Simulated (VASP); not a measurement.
# LiSc2 (R-3m) in VASP: notebook, part 2 of 2

VASP 6.6.1. The steps go on from the part before.

### Step 4. Relaxation of cell and atoms, PBE

Input file INCAR:

```
SYSTEM = LiSc2
  PREC = Accurate
  ENCUT = 600
  EDIFF = 1E-6
  ISMEAR = 0
  SIGMA = 0.1
  LREAL = .False.
  LASPH = .True.
  NELM = 60
  ALGO = Normal
  ISIF = 3
  LWAVE = .False.
  LCHARG = .False.
  GGA = PE
  IBRION = 2
  NSW = 90
  EDIFFG = -0.04
```

Input file KPOINTS:

```
Automatic mesh
0
Gamma
  6 6 6
  0 0 0
```

Input file POSCAR:

```
LiSc2
1.0
    1.7118382727      0.9883302875      5.1701894938
   -1.7118382727      0.9883302875      5.1701894938
    0.0000000000     -1.9766605751      5.1701894938
Li Sc
1 2
Direct
    0.0000000000      0.0000000000      0.0000000000
    0.7500000000      0.7500000000      0.7500000000
    0.2500000000      0.2500000000      0.2500000000
```

Potentials or basis: VASP PAW PBE potentials, release 64 (Li_sv, Sc_sv).

On the command line:

```sh
$ cat potpaw_PBE.64/Li_sv/POTCAR potpaw_PBE.64/Sc_sv/POTCAR > POTCAR
$ mpirun -np 1 vasp_std > vasp.out
```

OUTCAR:

```text
SYSTEM = LiSc2
   PREC = Accurate
   ENCUT = 600
   EDIFF = 1E-6
   ISMEAR = 0
   LREAL = .False.
   LASPH = .True.
   NELM = 60
   ISIF = 3
   GGA = PE
   IBRION = 2
   NSW = 90
   EDIFFG = -0.04

 ion  position               nearest neighbor table
   1  0.000  0.000  0.000-   2 2.36   3 2.36   2 2.36   2 2.36   3 2.36   3 2.36
   2  0.750  0.750  0.750-   1 2.36   1 2.36   1 2.36   3 3.25   3 3.25   3 3.25   3 3.25   3 3.25
                             3 3.25
   3  0.250  0.250  0.250-   1 2.36   1 2.36   1 2.36   2 3.25   2 3.25   2 3.25   2 3.25   2 3.25
                             2 3.25

  LATTYP: Found a trigonal (rhomboedric) cell.
 ALAT       =     5.5351645351
 COS(alpha) =     0.8087090652

  Lattice vectors:

 A1 = (   1.7118382727,   0.9883302875,   5.1701894938)
 A2 = (  -1.7118382727,   0.9883302875,   5.1701894938)
 A3 = (   0.0000000000,  -1.9766605751,   5.1701894938)

Analysis of symmetry for initial positions (statically):
[... 182 lines left out ...]
 cond. band min:       4.3778774641   @ k =   0.5000   0.0000  -0.0000
 fundamental gap:      0.0101920670
 Fermi energy:         4.3719202688
[... 1016 lines left out ...]
      5     -25.0409      2.00000
      6     -24.8903      2.00000
[... 8 lines left out ...]
     15       4.3132      0.00000
     16       4.5036      0.00000

 [... further k-points ...]

[... ionic steps 4 to 13 ...]

--------------------------------------- Ionic step       14  -------------------------------------------

 number of electron      25.0000015 magnetization

------------------------ aborting loop because EDIFF is reached ----------------------------------------
[... 69 lines left out ...]
--------------------------------------- Ionic step       16  -------------------------------------------

 number of electron      25.0000017 magnetization

 Free energy of the ion-electron system (eV)
  ---------------------------------------------------
  ext. energy  EPLUGINS =         0.00000000
  ---------------------------------------------------
  free energy    TOTEN  =       -13.90063619 eV

  energy without entropy =      -13.88359429  energy(sigma->0) =      -13.89211524

 E-fermi :   2.8873     XC(G=0):  -9.1115

 val. band max:        2.8139661695   @ k =  -0.3333   0.1667   0.0000
 cond. band min:       2.8916682302   @ k =   0.3333  -0.0000  -0.0000
 fundamental gap:      0.0777020607
 Fermi energy:         2.8873482448
[... 486 lines left out ...]
  FREE ENERGIE OF THE ION-ELECTRON SYSTEM (eV)
  ---------------------------------------------------
  free  energy   TOTEN  =       -13.9006361935 eV

  energy  without entropy=      -13.8835942880  energy(sigma->0) =      -13.89211524

 reached required accuracy - stopping structural energy minimisation
```

Run time: 21 min. Hardware: 1 thread of Oxide Virtual Turin-like, shared host; peak memory 0.32 GiB.

Results:

```yaml
Free_energy: -13.9006 eV
Relaxed_volume: 22.82 Å³/atom
Relaxed_cell: a = 7.627 Å, b = 7.627 Å, c = 7.627 Å, α = 24.76°, β = 24.76°, γ = 24.76°
Space_group_after_relaxing_to_0.1_Å: R-3m (No. 166)
Energy_gained_by_relaxing: 845.5 meV/atom
Ionic_steps: 16
Pressure_after_relaxing: 0.0 GPa
Largest_force_after_relaxing: 0.020 eV/Å
Band_gap_on_the_k_mesh: zero (an odd number of electrons rules out a gap without spin polarisation)
```

Forces in eV/Å, atoms in the order of the input:
```
Li   0.000  0.000  0.000
Sc   0.000  0.000 -0.020
Sc   0.000  0.000  0.020
```

Stress tensor (GPa, compression positive):
```
 0.13  0.00  0.00
 0.00  0.13  0.00
 0.00  0.00 -0.13
```

The path:
| step | energy change (eV) | largest force (eV/Å) | pressure (GPa) | volume (Å³) |
| --- | --- | --- | --- | --- |
| 1 | 0.0000 | 3.1043 | 20.92 | 52.48 |
| 2 | -1.5368 | 1.1081 | -1.09 | 71.81 |
| 3 | -1.5487 | 1.0162 | -2.24 | 74.03 |
| 4 | -1.7598 | 0.9097 | -1.57 | 71.93 |
| 5 | -2.2131 | 0.1838 | 2.48 | 65.44 |
| 6 | -2.2116 | 0.7469 | 4.74 | 63.45 |
| 7 | -2.2230 | 0.4697 | 3.60 | 64.40 |
| 8 | -2.3418 | 0.5734 | 3.15 | 65.23 |
| 9 | -2.4385 | 0.9355 | 2.70 | 66.93 |
| 10 | -2.4497 | 0.8810 | 2.72 | 66.71 |
| 11 | -2.5192 | 0.3635 | 0.25 | 69.31 |
| 12 | -2.5262 | 0.1732 | -0.70 | 70.46 |
| 13 | -2.5314 | 0.1317 | -0.45 | 69.79 |
| 14 | -2.5358 | 0.0609 | 0.02 | 68.62 |
| 15 | -2.5360 | 0.0477 | 0.13 | 68.37 |
| 16 | -2.5365 | 0.0197 | 0.04 | 68.47 |

Final structure:
```cif
data_structure
_symmetry_space_group_name_H-M 'P 1'
_symmetry_Int_Tables_number 1
_cell_length_a 7.6272
_cell_length_b 7.6272
_cell_length_c 7.6272
_cell_angle_alpha 24.763
_cell_angle_beta 24.763
_cell_angle_gamma 24.763
_cell_volume 68.47
loop_
_atom_site_label
_atom_site_type_symbol
_atom_site_fract_x
_atom_site_fract_y
_atom_site_fract_z
_atom_site_occupancy
Li1 Li 0.00000 0.00000 0.00000 1
Sc1 Sc 0.77784 0.77784 0.77784 1
Sc2 Sc 0.22216 0.22216 0.22216 1
```

Caveat: the cutoff is under 1.25 times the usual one of these potentials, so pressure, stress and relaxed cells hold a basis-set (Pulay) error; the volume moved by over 15 % at a fixed basis, so the end points are rough.

### Step 5. The runs side by side

```csv
task,cell,cutoff (eV),gap on the mesh (eV),largest force (eV/Å)
single point,"a = 5.535 Å, angles 36.0°, 3 atoms, atomic positions A",520,none,3.11
single point,"a = 8.003 Å, angles 23.4°, 3 atoms, atomic positions B",520,none,0.03
relaxation of cell and atoms,"relaxed from a = 5.535 Å, angles 36.0°, 3 atoms, atomic positions A",600,none,0.02
```

Alike in all rows: level PBE; potentials or basis VASP PAW PBE potentials, release 64 (Li_sv, Sc_sv); no spin polarisation; k mesh 6 × 6 × 6; smearing gaussian 0.1 eV.

Caveats: some runs use coarse meshes; the cutoff is under 1.25 times the usual one of these potentials, so pressure, stress and relaxed cells hold a basis-set (Pulay) error; forces of over 1 eV/Å act on the atoms, so gaps and moduli don't describe the material at rest (at least some runs); the volume moved by over 15 % at a fixed basis, so the end points are rough (at least some runs).

Total energies depend on the potentials used, so only differences within one code and one set of settings carry meaning.

The gap in the log of VASP goes by the Fermi energy; the results here count the filled bands.